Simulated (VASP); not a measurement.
# Cd (Fd-3m) in VASP: a series of runs

The runs below take Cd through single point, with PBE.

Program: VASP 6.6.1. These are calculated values, not measurements. Logs are shortened: lines on timing, memory, paths and dates and some standing lists are left out, and cuts for length are marked.

### 1 The cell of the first run

It takes space group Fd-3m (No. 227, cubic). The conventional cell has a = 5.837 Å, b = 5.837 Å, c = 5.837 Å, α = 90.00°, β = 90.00°, γ = 90.00°. Cd (site symmetry -43m) has 4 Cd at 2.53 Å within 3.3 Å.

This isn't the form of Cd at room conditions, which is hcp.

### 2 Single point, PBE

Input file INCAR:

```
  ALGO = Normal
  EDIFF = 1E-6
  ENCUT = 500
  GGA = PE
  GGA_COMPAT = F
  ISIF = 2
  ISMEAR = -1
  LASPH = T
  LCHARG = F
  LREAL = F
  LWAVE = F
  NBANDS = 19
  NELM = 120
  PREC = Accurate
  SIGMA = 0.1
```

Input file KPOINTS:

```
k-points
0
Gamma
  12 12 12
```

Input file POSCAR:

```
Cd
1.0
    0.0000000000      2.9182547434      2.9182547434
    2.9182547434      0.0000000000      2.9182547434
    2.9182547434      2.9182547434      0.0000000000
Cd
2
Direct
    1.0000000000      1.0000000000      1.0000000000
    0.2500000000      0.2500000000      0.2500000000
```

Potentials or basis: VASP PAW PBE potentials, release 64 (Cd).

Command:

```bash
cat potpaw_PBE.64/Cd/POTCAR > POTCAR
mpirun -np 1 vasp_std > vasp.out
```

OUTCAR:

```text
EDIFF = 1E-6
   ENCUT = 500
   GGA = PE
   ISIF = 2
   ISMEAR = -1
   LASPH = T
   LREAL = F
   NELM = 120
   PREC = Accurate

 ion  position               nearest neighbor table
   1  0.000  0.000  0.000-   2 2.53   2 2.53   2 2.53   2 2.53
   2  0.250  0.250  0.250-   1 2.53   1 2.53   1 2.53   1 2.53

  LATTYP: Found a face centered cubic cell.
 ALAT       =     5.8365094868

  Lattice vectors:

 A1 = (   0.0000000000,   2.9182547434,   2.9182547434)
 A2 = (   2.9182547434,   0.0000000000,   2.9182547434)
 A3 = (   2.9182547434,   2.9182547434,   0.0000000000)

Analysis of symmetry for initial positions (statically):
=====================================================================
 Subroutine PRICEL returns:
 Original cell was already a primitive cell.

 Routine SETGRP: Setting up the symmetry group for a
 face centered cubic supercell.

 Subroutine GETGRP returns: Found 48 space group operations
 (whereof 24 operations were pure point group operations)
 out of a pool of 48 trial point group operations.

The static configuration has the point symmetry T_d .
 The point group associated with its full space group is O_h .

Analysis of symmetry for dynamics (positions and initial velocities):
=====================================================================
 Subroutine PRICEL returns:
 Original cell was already a primitive cell.

 Routine SETGRP: Setting up the symmetry group for a
 face centered cubic supercell.

 Subroutine GETGRP returns: Found 48 space group operations
 (whereof 24 operations were pure point group operations)
 out of a pool of 48 trial point group operations.

The dynamic configuration has the point symmetry T_d .
 The point group associated with its full space group is O_h .

 Subroutine INISYM returns: Found 48 space group operations
 (whereof 24 operations are pure point group operations),
 and found     1 'primitive' translations

----------------------------------------------------------------------------------------

                                     Primitive cell

  volume of cell :      49.7049

  direct lattice vectors                    reciprocal lattice vectors
     0.000000000  2.918254743  2.918254743    -0.171335282  0.171335282  0.171335282
     2.918254743  0.000000000  2.918254743     0.171335282 -0.171335282  0.171335282
     2.918254743  2.918254743  0.000000000     0.171335282  0.171335282 -0.171335282

  length of vectors
     4.127035437  4.127035437  4.127035437     0.296761414  0.296761414  0.296761414

  position of ions in fractional coordinates (direct lattice)
     0.000000000  0.000000000  0.000000000
     0.250000000  0.250000000  0.250000000

  ion indices of the primitive-cell ions
   primitive index   ion index
                 1           1
                 2           2

----------------------------------------------------------------------------------------

 KPOINTS: k-points

Automatic generation of k-mesh.
 Grid dimensions read from file:
 generate k-points for:   12   12   12

 Generating k-lattice:

  Cartesian coordinates                     Fractional coordinates (reciprocal lattice)
    -0.014277940  0.014277940  0.014277940     0.083333333  0.000000000  0.000000000
     0.014277940 -0.014277940  0.014277940     0.000000000  0.083333333  0.000000000
     0.014277940  0.014277940 -0.014277940     0.000000000  0.000000000  0.083333333

  Length of vectors
     0.024730118  0.024730118  0.024730118

  Shift w.r.t. Gamma in fractional coordinates (k-lattice)
     0.000000000  0.000000000  0.000000000

 Subroutine IBZKPT returns following result:
 ===========================================

 Found     72 irreducible k-points:

 Following reciprocal coordinates:
            Coordinates               Weight
  0.000000  0.000000  0.000000      1.000000
  0.083333  0.000000  0.000000      8.000000
  0.166667  0.000000  0.000000      8.000000
  0.250000  0.000000  0.000000      8.000000
  0.333333  0.000000  0.000000      8.000000
  0.416667  0.000000  0.000000      8.000000
[... 16 lines left out ...]
  0.500000  0.166667  0.000000     24.000000
 -0.416667  0.166667  0.000000     24.000000
 [... further k-points ...]
   k-points           NKPTS =     72   k-points in BZ     NKDIM =     72   number of bands    NBANDS=     19
   number of dos      NEDOS =    301   number of ions     NIONS =      2
   total plane-waves  NPLWV =  27000
   dimension x,y,z NGX =    30 NGY =   30 NGZ =   30
   dimension x,y,z NGXF=    60 NGYF=   60 NGZF=   60
   ions per type =               2
   NGX,Y,Z   is equivalent  to a cutoff of  12.08, 12.08, 12.08 a.u.
   NGXF,Y,Z  is equivalent  to a cutoff of  24.17, 24.17, 24.17 a.u.
 SYSTEM =  unknown system
   PREC   = accura    normal or accurate (medium, high low for compatibility)
   ISTART =      0    job   : 0-new  1-cont  2-samecut
   ICHARG =      2    charge: 1-file 2-atom 10-const
   ISPIN  =      1    spin polarized calculation?
   LNONCOLLINEAR =      F non collinear calculations
   LSORBIT =      F    spin-orbit coupling
   LASPH  =      T    aspherical Exc in radial PAW
   ENCUT  =  500.0 eV  36.75 Ry    6.06 a.u.   7.52  7.52  7.52*2*pi/ulx,y,z
   NELM   =    120;   NELMIN=  2; NELMDL= -5     # of ELM steps
   EDIFF  = 0.1E-05   stopping-criterion for ELM
   LREAL  =      F    real-space projection
   EDIFFG = 0.1E-04   stopping-criterion for IOM
   NSW    =      0    number of steps for IOM
   IBRION =     -1    ionic relax: 0-MD 1-quasi-New 2-CG
   NFREE  =      0    steps in history (QN), initial steepest desc. (CG)
   ISIF   =      2    stress and relaxation
   ISYM   =      2    0-nonsym 1-usesym 2-fastsym
   POTIM  = 0.5000    time-step for ionic-motion
   TEBEG  =    0.0;   TEEND  =   0.0 temperature during run
   PSTRESS=    0.0 pullay stress
   NELECT =      24.0000    total number of electrons
   NUPDOWN=      -1.0000    fix difference up-down
   EMIN   =  10.00;   EMAX   =-10.00  energy-range for DOS
   EFERMI =   0.00;   METHOD = LEGACY
   ISMEAR =    -1;   SIGMA  =   0.10  broadening in eV -4-tet -1-fermi 0-gaus
   EFERMI_NEDOS =   21; number of points for ismear=-14 and -15
   IALGO  =     38    algorithm
   IMIX   =      4    mixing-type and parameters
     AMIX     =   0.40;   BMIX     =  1.00
     AMIX_MAG =   1.60;   BMIX_MAG =  1.00
  volume/ion in A,a.u.               =      24.85       167.71
  Fermi-wavevector in a.u.,A,eV,Ry     =   1.284336  2.427043 22.443074  1.649519
  Thomas-Fermi vector in A             =   2.416536
   LORBIT       =      0    0 simple, 1 ext, 2 COOP (PROOUT), +10 PAW based schemes
   GGA     = PE    functional components
   LHFCALC =     F    Hartree Fock is set to
   AEXX    =    0.0000 exact exchange contribution
   IVDW    =     0    specifies the selected vdW correction
   LEPSILON=     F    determine dielectric tensor
   LRPA    =     F    only Hartree local field effects (RPA)
 non-spin polarized calculation
  energy-cutoff  :      500.00
  volume of cell :       49.70
 maximum number of plane-waves:      1283
   NGX = 15   NGY = 15   NGZ = 15

 number of electron      24.0000007 magnetization

 Free energy of the ion-electron system (eV)
  ---------------------------------------------------
  ext. energy  EPLUGINS =         0.00000000
  ---------------------------------------------------
  free energy    TOTEN  =         0.20246329 eV

  energy without entropy =        0.23388608  energy(sigma->0) =        0.21817468

 E-fermi :   1.9302     XC(G=0): -10.0357

 val. band max:        1.9219780502   @ k =  -0.4167   0.3333   0.1667
 cond. band min:       2.0136656319   @ k =   0.5000   0.3333   0.0000
 fundamental gap:      0.0916875818
 Fermi energy:         1.9302403514

 k-point     1 :       0.0000    0.0000    0.0000
  band No.  band energies     occupation
      1      -8.2007      2.00000
      2      -8.2007      2.00000
      3      -8.2007      2.00000
      4      -8.1457      2.00000
      5      -8.1457      2.00000
      6      -6.7899      2.00000
[... 11 lines left out ...]
     18      10.3521      0.00000
     19      10.6958      0.00000

 k-point     2 :       0.0833    0.0000    0.0000
  band No.  band energies     occupation
      1      -8.2601      2.00000
      2      -8.2601      2.00000
      3      -8.1976      2.00000
      4      -8.0713      2.00000
      5      -8.0713      2.00000
      6      -6.8373      2.00000
[... 11 lines left out ...]
     18      10.8838      0.00000
     19      11.6161      0.00000

 k-point     3 :       0.1667    0.0000    0.0000
  band No.  band energies     occupation
      1      -8.3139      2.00000
      2      -8.3139      2.00000
      3      -8.1902      2.00000
      4      -7.9802      2.00000
      5      -7.9802      2.00000
      6      -6.9319      2.00000
[... 11 lines left out ...]
     18      11.3990      0.00000
     19      12.2141      0.00000

 k-point     4 :       0.2500    0.0000    0.0000
  band No.  band energies     occupation
      1      -8.3377      2.00000
      2      -8.3377      2.00000
      3      -8.1816      2.00000
      4      -7.9170      2.00000
      5      -7.9170      2.00000
      6      -7.0344      2.00000
[... 11 lines left out ...]
     18      10.9824      0.00000
     19      13.1053      0.00000

 k-point     5 :       0.3333    0.0000    0.0000
  band No.  band energies     occupation
      1      -8.3347      2.00000
      2      -8.3347      2.00000
      3      -8.1735      2.00000
      4      -7.8964      2.00000
      5      -7.8964      2.00000
      6      -7.1271      2.00000
[... 11 lines left out ...]
     18      10.4209      0.00000
     19      14.1364      0.00000

 k-point     6 :       0.4167    0.0000    0.0000
  band No.  band energies     occupation
      1      -8.3179      2.00000
      2      -8.3179      2.00000
      3      -8.1670      2.00000
      4      -7.9065      2.00000
      5      -7.9065      2.00000
      6      -7.1930      2.00000
[... 11 lines left out ...]
     18      10.0147      0.00000
     19      15.3268      0.00000

 k-point     7 :       0.5000    0.0000    0.0000
  band No.  band energies     occupation
      1      -8.3082      2.00000
      2      -8.3082      2.00000
      3      -8.1644      2.00000
      4      -7.9159      2.00000
      5      -7.9159      2.00000
      6      -7.2170      2.00000
[... 11 lines left out ...]
     18       9.9310      0.00000
     19      16.0401      0.00000

 k-point     8 :       0.0833    0.0833    0.0000
  band No.  band energies     occupation
      1      -8.3051      2.00000
      2      -8.2092      2.00000
      3      -8.2092      2.00000
      4      -8.1147      2.00000
      5      -8.0084      2.00000
      6      -6.9244      2.00000
[... 256 lines left out ...]
 k-point    20 :       0.2500    0.1667    0.0000
  band No.  band energies     occupation
      1      -8.4214      2.00000
      2      -8.2547      2.00000
      3      -8.2361      2.00000
      4      -7.9522      2.00000
      5      -7.7272      2.00000
      6      -7.2872      2.00000
[... 11 lines left out ...]
     18      12.7460      0.00000
     19      13.7503      0.00000

 k-point    21 :       0.3333    0.1667    0.0000
  band No.  band energies     occupation
      1      -8.4416      2.00000
      2      -8.2764      2.00000
      3      -8.2178      2.00000
      4      -7.8852      2.00000
      5      -7.6653      2.00000
      6      -7.3550      2.00000
[... 11 lines left out ...]
     18      12.4741      0.00000
     19      13.4086      0.00000

 k-point    22 :       0.4167    0.1667    0.0000
  band No.  band energies     occupation
      1      -8.4550      2.00000
      2      -8.2980      2.00000
      3      -8.1778      2.00000
      4      -7.8308      2.00000
      5      -7.6659      2.00000
      6      -7.3623      2.00000
[... 11 lines left out ...]
     18      11.9687      0.00000
     19      13.2105      0.00000

 k-point    23 :       0.5000    0.1667    0.0000
  band No.  band energies     occupation
      1      -8.4591      2.00000
      2      -8.3282      2.00000
      3      -8.1226      2.00000
      4      -7.7777      2.00000
      5      -7.7191      2.00000
      6      -7.3417      2.00000
[... 11 lines left out ...]
     18      12.5396      0.00000
     19      13.3996      0.00000

 k-point    24 :      -0.4167    0.1667    0.0000
  band No.  band energies     occupation
      1      -8.4475      2.00000
      2      -8.3673      2.00000
      3      -8.0680      2.00000
      4      -7.8058      2.00000
      5      -7.7216      2.00000
      6      -7.3056      2.00000
[... 11 lines left out ...]
     18      13.2324      0.00000
     19      14.5772      0.00000

 [... further k-points ...]

------------------------ aborting loop because EDIFF is reached ----------------------------------------

  FORCE on cell =-STRESS in cart. coord.  units (eV):
  Direction    XX          YY          ZZ          XY          YZ          ZX
  --------------------------------------------------------------------------------------
  -------------------------------------------------------------------------------------
  Total        6.4678239      6.4678239      6.4678239      0.0000000      0.0000000      0.0000000
  in kB      208.4822911    208.4822911    208.4822911      0.0000000      0.0000000      0.0000000
  external PRESSURE =     208.4822911 kB  Pullay stress =       0.0000000 kB

 VOLUME and BASIS-vectors are now :
 -----------------------------------------------------------------------------
  energy-cutoff  :      500.00
  volume of cell :       49.70
      direct lattice vectors                 reciprocal lattice vectors
     0.000000000  2.918254743  2.918254743    -0.171335282  0.171335282  0.171335282
     2.918254743  0.000000000  2.918254743     0.171335282 -0.171335282  0.171335282
     2.918254743  2.918254743  0.000000000     0.171335282  0.171335282 -0.171335282

 POSITION                                       TOTAL-FORCE (eV/Angst)
 -----------------------------------------------------------------------------------
      0.00000      0.00000      0.00000        -0.000000      0.000000     -0.000000
      1.45913      1.45913      1.45913         0.000000     -0.000000      0.000000
 -----------------------------------------------------------------------------------
    total drift:                                0.000000     -0.000000      0.000000

  FREE ENERGIE OF THE ION-ELECTRON SYSTEM (eV)
  ---------------------------------------------------
  free  energy   TOTEN  =         0.2024632907 eV

  energy  without entropy=        0.2338860767  energy(sigma->0) =        0.21817468
```

Run time: 21 s. Hardware: 1 thread of Intel Xeon 6975P-C (Granite Rapids), shared host; peak memory 0.19 GiB.

Results:

```
Free energy            : 0.2025 eV
Pressure               : 20.8 GPa
Band gap on the k mesh : zero (bands 12 and 13 overlap by 7.35 eV)
```

Caveat: the cell stands under pressure.

[end of part 1 of 2]

The gap in the log of VASP goes by the Fermi energy; the results here count the filled bands.